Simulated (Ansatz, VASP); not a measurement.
## Sb: VASP beside Ansatz

Contents of POSCAR:

```
Sb
1.0
    2.1542000000      1.2437300000      3.7580000000
   -2.1542000000      1.2437300000      3.7580000000
    0.0000000000     -2.4874600000      3.7580000000
Sb
2
Direct
    0.2334900000      0.2334900000      0.2334900000
    0.7665100000      0.7665100000      0.7665100000
```

The input INCAR.step1:

```
SYSTEM = Sb
PREC = Accurate
ENCUT = 600
ISMEAR = -1
SIGMA = 0.1
LREAL = .FALSE.
LASPH = .TRUE.
NELM = 100
GGA = PE
ALGO = Normal
EDIFF = 1E-4
LWAVE = .TRUE.
LCHARG = .FALSE.
```

INCAR.step2

```
SYSTEM = Sb
PREC = Accurate
ENCUT = 600
EDIFF = 1E-6
ISMEAR = -1
SIGMA = 0.1
LREAL = .FALSE.
LASPH = .TRUE.
NELM = 100
ALGO = Normal
ISIF = 3
LWAVE = .FALSE.
LCHARG = .FALSE.
METAGGA = R2SCAN
LMIXTAU = .TRUE.
IVDW = 13
VDW_S6 = 1.0
VDW_S8 = 0.6018749
VDW_A1 = 0.51559235
VDW_A2 = 5.77342911
IBRION = 2
NSW = 80
EDIFFG = -0.02
ISTART = 1
```

KPOINTS

```
regular mesh
0
G
  11 11 11
  0 0 0
```

Input for Ansatz:

```yaml
crystal:
  lattice:
    - [2.1542, 1.24373, 3.758]
    - [-2.1542, 1.24373, 3.758]
    - [0.0, -2.48746, 3.758]
  atoms:
    - { symbol: Sb, position: [0.23349, 0.23349, 0.23349] }
    - { symbol: Sb, position: [0.7665099999999999, 0.7665099999999999, 0.7665099999999999] }
kpoints:
  mp_grid:
    grid: [11, 11, 11]
    shift: [0.0, 0.0, 0.0]
hamiltonian:
  xc: r2scan
  dispersion: d4
scf:
  occupations:
    method: fermi_dirac
    width: 0.1
relax:
  f_tol: 0.02
  cell: {}
```

Alike in both runs: task relaxation of cell and atoms; functional r2SCAN; dispersion D4; k mesh 11 × 11 × 11; occupations fermi-dirac, width 0.1 eV; no spin polarisation.

|  | VASP | Ansatz |
| --- | --- | --- |
| version | VASP 6.6.1 | Ansatz 0.2.0 |
| potentials or method | VASP PAW PBE potentials, release 64 (Sb) | plane waves, PAW |
| plane-wave cutoff (eV) | 600 | 500 |
| valence electrons in the cell | 10 | 30 |

Ansatz gave:

| Quantity | Value |
| --- | --- |
| relaxed volume (Å³/atom) | 30.77 |
| relaxed length of the cell vector where the two differ most in proportion (Å) | 4.545 |

Task: Estimate VASP's values.

Result: Relaxed volume (Å³/atom): 30.64; relaxed length of the cell vector where the two differ most in proportion (Å): 4.527.

VASP's potentials were made for PBE, not for r2SCAN. VASP's potentials hold 10 valence electrons a cell and Ansatz's 30, so a difference there can come from the potentials and not from the codes.

Spin-orbit coupling is off throughout.
